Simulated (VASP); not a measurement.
# SiNi (WC type) (P-6m2) in VASP: notebook

Runs on SiNi (WC type). Level: PBE. Tasks: single point.

Everything below comes from runs of VASP 6.6.1. Logs are shortened: lines on timing, memory, paths and dates and some standing lists are left out, and cuts for length are marked.

### 1 The cell of the first run

Symmetry: P-6m2, No. 187, hexagonal system. The conventional cell has a = 3.157 Å, b = 3.157 Å, c = 2.427 Å, α = 90.00°, β = 90.00°, γ = 120.00°. Ni (site symmetry -6m2) has 6 Si at 2.19 Å and 2 Ni at 2.43 Å within 2.9 Å. Within 2.9 Å of Si (site symmetry -6m2) lie 6 Ni at 2.19 Å and 2 Si at 2.43 Å.

### 2 Single point, PBE (10.47 Å³/atom)

Input file INCAR:

```
ALGO     = Normal         # electronic algorithm
EDIFF    = 1E-6           # SCF threshold, eV
ENCUT    = 520            # plane-wave cutoff, eV
GGA      = PE             # functional
ISIF     = 2              # what is computed and relaxed
ISMEAR   = -1             # smearing method
LASPH    = T              # aspherical terms in the spheres
LCHARG   = T              # write CHGCAR
LELF     = T              # ELF
LREAL    = F              # projectors in reciprocal space
LVHAR    = T            
LWAVE    = F              # write WAVECAR
NBANDS   = 14             # bands
NELM     = 100            # most SCF steps
PREC     = Accurate       # precision mode
SIGMA    = 0.1            # smearing width, eV
```

Input file KPOINTS:

```
k-points
0
Gamma
  14 14 13
```

Input file POSCAR:

```
SiNi
1.0
    3.1569708080      0.0000000000      0.0000000000
   -1.5784854040      2.7340169188      0.0000000000
    0.0000000000      0.0000000000      2.4271964156
Ni Si
1 1
Direct
    0.0000000000      0.0000000000      0.0000000000
    0.3333333333      0.6666666667      0.5000000000
```

Potentials or basis: VASP PAW PBE potentials, release 64 (Ni, Si).

Launch:

```console
$ cat potpaw_PBE.64/Ni/POTCAR potpaw_PBE.64/Si/POTCAR > POTCAR
$ mpirun -np 1 vasp_std > vasp.out
```

OUTCAR:

```text
EDIFF = 1E-6
   ENCUT = 520
   GGA = PE
   ISIF = 2
   ISMEAR = -1
   LASPH = T
   LREAL = F
   NELM = 100
   PREC = Accurate

 ion  position               nearest neighbor table
   1  0.000  0.000  0.000-   2 2.19   2 2.19   2 2.19   2 2.19   2 2.19   2 2.19
   2  0.333  0.667  0.500-   1 2.19   1 2.19   1 2.19   1 2.19   1 2.19   1 2.19

  LATTYP: Found a hexagonal cell.
 ALAT       =     3.1569708080
 C/A-ratio  =     0.7688371427

  Lattice vectors:

 A1 = (   3.1569708080,   0.0000000000,   0.0000000000)
 A2 = (  -1.5784854040,   2.7340169188,   0.0000000000)
 A3 = (   0.0000000000,   0.0000000000,   2.4271964156)

Analysis of symmetry for initial positions (statically):
=====================================================================
 Subroutine PRICEL returns:
 Original cell was already a primitive cell.

 Routine SETGRP: Setting up the symmetry group for a
 hexagonal supercell.

 Subroutine GETGRP returns: Found 12 space group operations
 (whereof 12 operations were pure point group operations)
 out of a pool of 24 trial point group operations.

The static configuration has the point symmetry D_3h.

Analysis of symmetry for dynamics (positions and initial velocities):
=====================================================================
 Subroutine PRICEL returns:
 Original cell was already a primitive cell.

 Routine SETGRP: Setting up the symmetry group for a
 hexagonal supercell.

 Subroutine GETGRP returns: Found 12 space group operations
 (whereof 12 operations were pure point group operations)
 out of a pool of 24 trial point group operations.

The dynamic configuration has the point symmetry D_3h.

 Subroutine INISYM returns: Found 12 space group operations
 (whereof 12 operations are pure point group operations),
 and found     1 'primitive' translations

----------------------------------------------------------------------------------------

                                     Primitive cell

  volume of cell :      20.9496

  direct lattice vectors                    reciprocal lattice vectors
     3.156970808  0.000000000  0.000000000     0.316759343  0.182881092  0.000000000
    -1.578485404  2.734016919  0.000000000     0.000000000  0.365762184  0.000000000
     0.000000000  0.000000000  2.427196416     0.000000000  0.000000000  0.411997972

  length of vectors
     3.156970808  3.156970808  2.427196416     0.365762184  0.365762184  0.411997972

  position of ions in fractional coordinates (direct lattice)
     0.000000000  0.000000000  0.000000000
     0.333333333  0.666666667  0.500000000

  ion indices of the primitive-cell ions
   primitive index   ion index
                 1           1
                 2           2

----------------------------------------------------------------------------------------

 KPOINTS: k-points

Automatic generation of k-mesh.
 Grid dimensions read from file:
 generate k-points for:   14   14   13

 Generating k-lattice:

  Cartesian coordinates                     Fractional coordinates (reciprocal lattice)
     0.022625667  0.013062935  0.000000000     0.071428571  0.000000000  0.000000000
     0.000000000  0.026125870  0.000000000     0.000000000  0.071428571  0.000000000
     0.000000000  0.000000000  0.031692152     0.000000000  0.000000000  0.076923077

  Length of vectors
     0.026125870  0.026125870  0.031692152

  Shift w.r.t. Gamma in fractional coordinates (k-lattice)
     0.000000000  0.000000000  0.000000000

 Subroutine IBZKPT returns following result:
 ===========================================

 Found    168 irreducible k-points:

 Following reciprocal coordinates:
            Coordinates               Weight
  0.000000  0.000000  0.000000      1.000000
  0.071429  0.000000  0.000000      6.000000
  0.142857  0.000000  0.000000      6.000000
  0.214286  0.000000  0.000000      6.000000
  0.285714  0.000000  0.000000      6.000000
  0.357143  0.000000  0.000000      6.000000
[... 16 lines left out ...]
  0.285714  0.285714  0.000000      6.000000
  0.357143  0.285714  0.000000      6.000000
 [... further k-points ...]
   k-points           NKPTS =    168   k-points in BZ     NKDIM =    168   number of bands    NBANDS=     14
   number of dos      NEDOS =    301   number of ions     NIONS =      2
   total plane-waves  NPLWV =  10368
   dimension x,y,z NGX =    24 NGY =   24 NGZ =   18
   dimension x,y,z NGXF=    48 NGYF=   48 NGZF=   36
   ions per type =               1   1
   NGX,Y,Z   is equivalent  to a cutoff of  12.64, 12.64, 12.33 a.u.
   NGXF,Y,Z  is equivalent  to a cutoff of  25.28, 25.28, 24.66 a.u.
 SYSTEM =  unknown system
   PREC   = accura    normal or accurate (medium, high low for compatibility)
   ISTART =      0    job   : 0-new  1-cont  2-samecut
   ICHARG =      2    charge: 1-file 2-atom 10-const
   ISPIN  =      1    spin polarized calculation?
   LNONCOLLINEAR =      F non collinear calculations
   LSORBIT =      F    spin-orbit coupling
[... 69 lines left out ...]
     10      19.9206      0.00000
     11      19.9206      0.00000
     12      21.1367      0.00000
     13      25.9657      0.00000
     14      28.8630      0.00000

 k-point     2 :       0.0714    0.0000    0.0000
  band No.  band energies     occupation
      1      -1.6299      2.00000
      2       7.5828      2.00000
      3       8.0279      2.00000
      4       8.0837      2.00000
      5      10.1809      2.00000
      6      10.1975      2.00000
      7      15.7148      0.00000
      8      16.0496      0.00000
      9      18.5273      0.00000
     10      20.4370      0.00000
     11      20.5684      0.00000
     12      21.2508      0.00000
     13      26.3518      0.00000
     14      29.1095      0.00000

 k-point     3 :       0.1429    0.0000    0.0000
  band No.  band energies     occupation
      1      -1.3430      2.00000
      2       7.3216      2.00000
      3       8.0141      2.00000
      4       8.2200      2.00000
      5      10.1214      2.00000
      6      10.1836      2.00000
      7      14.2746      0.00000
      8      15.2194      0.00000
      9      18.4190      0.00000
     10      21.5842      0.00000
     11      21.6130      0.00000
     12      21.6774      0.00000
     13      27.2729      0.00000
     14      29.9902      0.00000

 k-point     4 :       0.2143    0.0000    0.0000
  band No.  band energies     occupation
      1      -0.8758      2.00000
      2       6.8803      2.00000
      3       7.9949      2.00000
      4       8.4392      2.00000
      5      10.0382      2.00000
      6      10.1637      2.00000
      7      12.8075      0.15413
      8      14.3196      0.00000
      9      18.3239      0.00000
     10      22.1114      0.00000
     11      22.7284      0.00000
     12      23.0850      0.00000
     13      28.3130      0.00000
     14      31.7072      0.00000

 k-point     5 :       0.2857    0.0000    0.0000
  band No.  band energies     occupation
      1      -0.2491      2.00000
      2       6.2625      2.00000
      3       7.9482      2.00000
      4       8.7267      2.00000
      5       9.9492      2.00000
      6      10.1416      2.00000
      7      11.5871      1.99988
      8      13.4738      0.00021
      9      18.2485      0.00000
     10      22.7895      0.00000
     11      23.6083      0.00000
[... 276 lines left out ...]
 k-point    22 :       0.3571    0.2143    0.0000
  band No.  band energies     occupation
      1       1.8901      2.00000
      2       4.8590      2.00000
      3       6.9445      2.00000
      4       9.5000      2.00000
      5       9.7878      2.00000
      6       9.8492      2.00000
      7      10.0155      2.00000
      8      10.9705      2.00000
      9      21.4304      0.00000
     10      24.3505      0.00000
     11      24.9348      0.00000
     12      26.3303      0.00000
     13      28.6216      0.00000
     14      31.7670      0.00000

 k-point    23 :       0.2857    0.2857    0.0000
  band No.  band energies     occupation
      1       1.9123      2.00000
      2       5.1191      2.00000
      3       6.6479      2.00000
      4       9.4587      2.00000
      5       9.7625      2.00000
      6       9.8667      2.00000
      7       9.9920      2.00000
      8      10.8764      2.00000
      9      22.7545      0.00000
     10      23.4861      0.00000
     11      24.9807      0.00000
     12      25.9034      0.00000
     13      28.8041      0.00000
     14      31.3707      0.00000

 k-point    24 :       0.3571    0.2857    0.0000
  band No.  band energies     occupation
      1       2.1544      2.00000
      2       5.0833      2.00000
      3       6.3657      2.00000
      4       9.4754      2.00000
      5       9.7427      2.00000
      6       9.8732      2.00000
      7       9.9706      2.00000
      8      10.7361      2.00000
      9      22.9472      0.00000
     10      24.3306      0.00000
     11      25.2129      0.00000
     12      25.2959      0.00000
     13      28.6777      0.00000
     14      31.1088      0.00000

 [... further k-points ...]

------------------------ aborting loop because EDIFF is reached ----------------------------------------

  FORCE on cell =-STRESS in cart. coord.  units (eV):
  Direction    XX          YY          ZZ          XY          YZ          ZX
  --------------------------------------------------------------------------------------
  -------------------------------------------------------------------------------------
  Total        7.1483175      7.1483175      7.2055540      0.0000000      0.0000000      0.0000000
  in kB      546.6857244    546.6857244    551.0630282      0.0000000      0.0000000      0.0000000
  external PRESSURE =     548.1448256 kB  Pullay stress =       0.0000000 kB

 VOLUME and BASIS-vectors are now :
 -----------------------------------------------------------------------------
  energy-cutoff  :      520.00
  volume of cell :       20.95
      direct lattice vectors                 reciprocal lattice vectors
     3.156970808  0.000000000  0.000000000     0.316759343  0.182881092  0.000000000
    -1.578485404  2.734016919  0.000000000     0.000000000  0.365762184  0.000000000
     0.000000000  0.000000000  2.427196416     0.000000000  0.000000000  0.411997972

 POSITION                                       TOTAL-FORCE (eV/Angst)
 -----------------------------------------------------------------------------------
      0.00000      0.00000      0.00000        -0.000000     -0.000000      0.000000
     -0.00000      1.82268      1.21360         0.000000      0.000000      0.000000
 -----------------------------------------------------------------------------------
    total drift:                                0.000001     -0.000000      0.000000

  FREE ENERGIE OF THE ION-ELECTRON SYSTEM (eV)
  ---------------------------------------------------
  free  energy   TOTEN  =       -10.9392786845 eV

  energy  without entropy=      -10.9184255301  energy(sigma->0) =      -10.92885211
```

Run time: 17 s. Hardware: 1 thread of Intel Xeon Platinum 8488C (Sapphire Rapids), shared host; peak memory 0.17 GiB.

Results:

```
Free energy            : -10.9393 eV
Pressure               : 54.8 GPa
Band gap on the k mesh : zero (bands 7 and 8 overlap by 5.95 eV)
```

Stress tensor (GPa, compression positive):
```
54.67  0.00  0.00
 0.00 54.67  0.00
 0.00  0.00 55.11
```

Levels at points of the mesh, in eV from the Fermi level:
```tsv
k point	band 5	band 6	band 7	band 8	band 9	band 10
(0.00, 0.00, 0.00)	-2.36	-2.36	3.89	3.89	6.06	7.36
(0.50, 0.00, 0.00)	-2.76	-2.46	-2.38	-0.56	5.60	12.01
```

Caveat: the cell stands under pressure.

### 3 Single point, PBE

This run uses another cell than the first one, of 11.52 Å³/atom.

Input file INCAR:

```
SYSTEM = SiNi
PREC = Accurate
ENCUT = 520
EDIFF = 1E-6
ISMEAR = -1
SIGMA = 0.1
LREAL = .False.
LASPH = .True.
NELM = 100
ALGO = Normal
ISIF = 2
LWAVE = .False.
LCHARG = .False.
GGA = PE
NBANDS = 14
```

Input file KPOINTS:

```
regular mesh
0
Gamma
  14 14 13
  0 0 0
```

Input file POSCAR:

```
SiNi
1.0
    3.2978740059      0.0000000000      0.0000000000
   -1.6489370030      2.8560426676      0.0000000000
    0.0000000000      0.0000000000      2.4466430902
Ni Si
1 1
Direct
    0.0000000000      0.0000000000      0.0000000000
    0.3333333333      0.6666666667      0.5000000000
```

Potentials or basis: VASP PAW PBE potentials, release 64 (Ni, Si).

Launch:

```console
$ cat potpaw_PBE.64/Ni/POTCAR potpaw_PBE.64/Si/POTCAR > POTCAR
$ mpirun -np 1 vasp_std > vasp.out
```

Wall time 26 s (1 thread of Intel Xeon Platinum 8488C (Sapphire Rapids), shared host); peak memory 0.18 GiB.

It converged, with:

| Quantity | Value |
| --- | --- |
| Free energy | -11.4499 eV |
| Pressure | 25.6 GPa |
| Band gap on the k mesh | zero (bands 7 and 8 overlap by 5.64 eV) |

Stress tensor (GPa, compression positive):
```
25.46  0.00  0.00
 0.00 25.46  0.00
 0.00  0.00 25.84
```

Levels at points of the mesh, in eV from the Fermi level:
| k point | band 4 | band 5 | band 6 | band 7 | band 8 | band 9 | band 10 | band 11 |
| --- | --- | --- | --- | --- | --- | --- | --- | --- |
| (0.00, 0.00, 0.00) | -4.09 | -1.97 | -1.97 | 3.30 | 3.30 | 5.59 | 6.85 | 6.85 |
| (0.50, 0.00, 0.00) | -2.84 | -2.26 | -2.22 | -2.04 | -0.66 | 5.09 | 11.83 | 12.06 |

Caveat: the cell stands under pressure. Spin polarisation is off, so any magnetic state and its effect on volume and gap are missing.

### 4 Single point, PBE (11.52 Å³/atom)

This run uses another cell than the first one, of 11.52 Å³/atom.

Input file INCAR:

```
PREC = Accurate
ENCUT = 520
EDIFF = 1E-7
ISMEAR = -1
SIGMA = 0.1
LREAL = F
LASPH = T
NELM = 60
ALGO = Normal
ISIF = 2
LWAVE = F
LCHARG = F
GGA = PE
NBANDS = 14
```

Input file KPOINTS:

```
regular mesh
0
Gamma
  14 14 13
```

POSCAR is that of step 3.

Launch:

```console
$ cat potpaw_PBE.64/Ni/POTCAR potpaw_PBE.64/Si/POTCAR > POTCAR
$ mpirun -np 1 vasp_std > vasp.out
```

Wall time 29 s (1 thread of Intel Xeon Platinum 8488C (Sapphire Rapids), shared host); peak memory 0.18 GiB.

It converged, with:

```
Free energy            : -11.4499 eV
Pressure               : 25.6 GPa
Band gap on the k mesh : zero (bands 7 and 8 overlap by 5.64 eV)
```

Stress tensor (GPa, compression positive):
```
25.47  0.00  0.00
 0.00 25.47  0.00
 0.00  0.00 25.85
```

Levels at points of the mesh, in eV from the Fermi level:
```
           k point  band 4  band 5  band 6  band 7  band 8  band 9  band 10  band 11
(0.00, 0.00, 0.00)   -4.09   -1.97   -1.97    3.30    3.30    5.59     6.85     6.85
(0.50, 0.00, 0.00)   -2.84   -2.26   -2.22   -2.04   -0.66    5.09    11.83    12.06
```

Caveat: the cell stands under pressure.

### 5 Single point, PBE

This run uses another cell than the first one, of 12.31 Å³/atom.

Input file INCAR:

```
SYSTEM = SiNi
ALGO     = Normal         ! electronic algorithm
EDIFF    = 1E-6           ! SCF threshold, eV
ENCUT    = 520            ! plane-wave cutoff, eV
GGA      = PE             ! functional
ISIF     = 2              ! what is computed and relaxed
ISMEAR   = -1             ! smearing method
LASPH    = .TRUE.         ! aspherical terms in the spheres
LCHARG   = .TRUE.         ! write CHGCAR
LELF     = .TRUE.         ! ELF
LREAL    = .FALSE.        ! projectors in reciprocal space
LVHAR    = .TRUE.       
LWAVE    = .FALSE.        ! write WAVECAR
NBANDS   = 14             ! bands
NELM     = 60             ! most SCF steps
PREC     = Accurate       ! precision mode
SIGMA    = 0.1            ! smearing width, eV
```

Input file KPOINTS:

```
k-points
0
G
  14 14 13
  0 0 0
```

Input file POSCAR:

```
SiNi
1.0
    3.3952366737      0.0000000000      0.0000000000
   -1.6976183368      2.9403612113      0.0000000000
    0.0000000000      0.0000000000      2.4657203203
Ni Si
1 1
Direct
    0.0000000000      0.0000000000      0.0000000000
    0.3333333333      0.6666666667      0.5000000000
```

Launch:

```console
$ cat potpaw_PBE.64/Ni/POTCAR potpaw_PBE.64/Si/POTCAR > POTCAR
$ mpirun -np 1 vasp_std > vasp.out
```

It took 29 s on 1 thread of Intel Xeon Platinum 8488C (Sapphire Rapids), shared host; peak memory 0.18 GiB.

Results (log left out):

- Free energy: -11.6235 eV
- Pressure: 10.7 GPa
- Band gap on the k mesh: zero (bands 7 and 8 overlap by 5.20 eV)

Stress tensor (GPa, compression positive):
```
10.62  0.00  0.00
 0.00 10.62  0.00
 0.00  0.00 10.95
```

Levels at points of the mesh, in eV from the Fermi level:
```csv
k point,band 4,band 5,band 6,band 7,band 8,band 9,band 10,band 11
"(0.00, 0.00, 0.00)",-3.81,-1.76,-1.76,2.95,2.95,5.24,6.54,6.54
"(0.50, 0.00, 0.00)",-2.69,-2.11,-1.99,-1.81,-0.69,4.76,11.60,11.89
```

Caveat: the cell stands under pressure. Spin polarisation is off, so any magnetic state and its effect on volume and gap are missing.

### 6 Single point, PBE (12.31 Å³/atom)

This run uses another cell than the first one, of 12.31 Å³/atom.

Input file INCAR:

```
PREC = Accurate ; ENCUT = 520
EDIFF = 1E-7 ; ISMEAR = -1
SIGMA = 0.1 ; LREAL = False
LASPH = True ; NELM = 60
ALGO = Normal ; ISIF = 2
LWAVE = False ; LCHARG = True
GGA = PE ; LELF = True
LVHAR = True ; NBANDS = 14
```

Input file KPOINTS:

```
regular mesh
0
Gamma
  14 14 13
```

POSCAR is that of step 5.

Potentials or basis: VASP PAW PBE potentials, release 64 (Ni, Si).

Launch:

```console
$ cat potpaw_PBE.64/Ni/POTCAR potpaw_PBE.64/Si/POTCAR > POTCAR
$ mpirun -np 1 vasp_std > vasp.out
```

Run time: 31 s. Hardware: 1 thread of Intel Xeon Platinum 8488C (Sapphire Rapids), shared host; peak memory 0.18 GiB.

Results (log left out):

* Free energy: -11.6235 eV
* Pressure: 10.7 GPa
* Band gap on the k mesh: zero (bands 7 and 8 overlap by 5.20 eV)

Stress tensor (GPa, compression positive):
```
10.62  0.00  0.00
 0.00 10.62  0.00
 0.00  0.00 10.95
```

Levels at points of the mesh, in eV from the Fermi level:
| k point | band 3 | band 4 | band 5 | band 6 | band 7 | band 8 | band 9 | band 10 | band 11 | band 12 |
| --- | --- | --- | --- | --- | --- | --- | --- | --- | --- | --- |
| (0.00, 0.00, 0.00) | -3.81 | -3.81 | -1.76 | -1.76 | 2.95 | 2.95 | 5.24 | 6.54 | 6.54 | 9.14 |
| (0.50, 0.00, 0.00) | -3.85 | -2.69 | -2.11 | -1.99 | -1.81 | -0.69 | 4.76 | 11.60 | 11.89 | 14.38 |

Caveat: the cell stands under pressure.

### 7 The runs side by side

```tsv
cell	gap on the mesh (eV)	pressure (GPa)
a = 3.157, b = 3.157, c = 2.427 Å, angles 90.0, 90.0, 120.0°, 2 atoms	none	54.8
a = 3.298, b = 3.298, c = 2.447 Å, angles 90.0, 90.0, 120.0°, 2 atoms	none	25.6
a = 3.395, b = 3.395, c = 2.466 Å, angles 90.0, 90.0, 120.0°, 2 atoms	none	10.7
```

Alike in all rows: task single point; level PBE; potentials or basis VASP PAW PBE potentials, release 64 (Ni, Si); no spin polarisation; k mesh 14 × 14 × 13; cutoff (eV) 520; smearing fermi-dirac 0.1 eV.

Caveats: the cell stands under pressure.

Absolute energies hang on the potentials; compare differences alone.
